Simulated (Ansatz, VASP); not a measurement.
# Sr in VASP and in Ansatz

```xyz
2
Lattice="4.3552 0.0000 0.0000 -2.1776 3.2392 0.0000 0.0000 0.0000 7.3600" Properties=species:S:1:pos:R:3 pbc="T T T"
Sr    0.0000    2.1594    1.8400
Sr    2.1776    1.0797    5.5200
```

Change from the starting cell: strain +e along x and -e along y +0.0733, strain +e along z and -e/2 along x and y +0.0700.

Alike in both runs: task single point; functional PBEsol; k mesh 12 × 12 × 8; occupations gaussian, width 0.15 eV; no spin polarisation.

```csv
,VASP,Ansatz
version,VASP 6.6.1,Ansatz 0.2.0
potentials or method,"VASP PAW PBE potentials, release 64 (Sr_sv), cutoff 520 eV","scalar-relativistic, plane waves, PAW"
valence electrons in the cell,20,20
```

|  | VASP | Ansatz | Ansatz less VASP |
| --- | --- | --- | --- |
| gap on the k mesh at the Fermi level (eV) | none | none | - |
| pressure (GPa) | 0.2 | 0.2 | -0.01 |
| traceless stress, the component that is largest in VASP (GPa) | 2.27 | 2.26 | -0.002 |
| rms of the force components (eV/Å) | 0.055 | 0.055 | -0.0003 |

VASP's potentials were made for PBE, not for PBEsol. Atom by atom the forces differ by 0.000 eV/Å (rms over components). A gap of «none» marks a metal or a gap that the smearing closes. With one functional, cell and mesh, what is left measures potentials, basis and numerics.
